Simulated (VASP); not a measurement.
The system is Ga3SbAs2.

```
Ga Sb As
1.0
     3.97747    0.00000    0.00000
    -1.98874    3.44459    0.00000
     0.00000    0.00000    9.74278
Ga Sb As
3 1 2
Direct
  0.00000 0.00000 0.00000
  0.33333 0.66667 0.66667
  0.66667 0.33333 0.33333
  0.00000 0.00000 0.75000
  0.33333 0.66667 0.41667
  0.66667 0.33333 0.08333
```

- Program: VASP 6.6.1
- Task: relaxation of cell and atoms
- Functional: PBE
- Potentials or basis: VASP PAW PBE potentials, release 64 (Ga_d, Sb, As)
- Cutoff: 600 eV
- k mesh: 6 × 6 × 2
- Occupations: gaussian, width 0.1 eV
- Spin: no spin polarisation

At the start: pressure 12.2 GPa; volume 22.25 Å³/atom.

Where does the relaxation end?

Over 9 steps the energy falls by 150.6 meV/atom and the volume is 25.90 Å³/atom (+16.4 %); space group P3m1 (No. 156, to 0.05 Å).

Step by step:
| step | energy change (eV) | largest force (eV/Å) | pressure (GPa) | volume (Å³) |
| --- | --- | --- | --- | --- |
| 1 | 0.0000 | 1.5851 | 12.17 | 133.48 |
| 2 | -0.7049 | 0.3054 | -3.59 | 168.86 |
| 3 | -0.8412 | 0.5934 | -0.31 | 156.84 |
| 4 | -0.8411 | 0.5787 | -0.46 | 157.33 |
| 5 | -0.8702 | 0.3463 | -0.32 | 156.61 |
| 6 | -0.8941 | 0.3952 | 0.13 | 155.08 |
| 7 | -0.9022 | 0.1132 | 0.02 | 155.25 |
| 8 | -0.9025 | 0.0943 | 0.04 | 155.22 |
| 9 | -0.9035 | 0.0174 | -0.04 | 155.42 |

Final structure:
```cif
data_structure
_symmetry_space_group_name_H-M 'P 1'
_symmetry_Int_Tables_number 1
_cell_length_a 4.1868
_cell_length_b 4.1868
_cell_length_c 10.2377
_cell_angle_alpha 90.000
_cell_angle_beta 90.000
_cell_angle_gamma 120.000
_cell_volume 155.42
loop_
_atom_site_label
_atom_site_type_symbol
_atom_site_fract_x
_atom_site_fract_y
_atom_site_fract_z
_atom_site_occupancy
Ga1 Ga 0.00000 0.00000 0.01337 1
Ga2 Ga 0.33333 0.66667 0.65235 1
Ga3 Ga 0.66667 0.33333 0.33362 1
Sb1 Sb 0.00000 0.00000 0.75069 1
As1 As 0.33333 0.66667 0.41007 1
As2 As 0.66667 0.33333 0.08990 1
```

Caveat: the volume moved by over 15 % at a fixed basis, so the end points are rough.
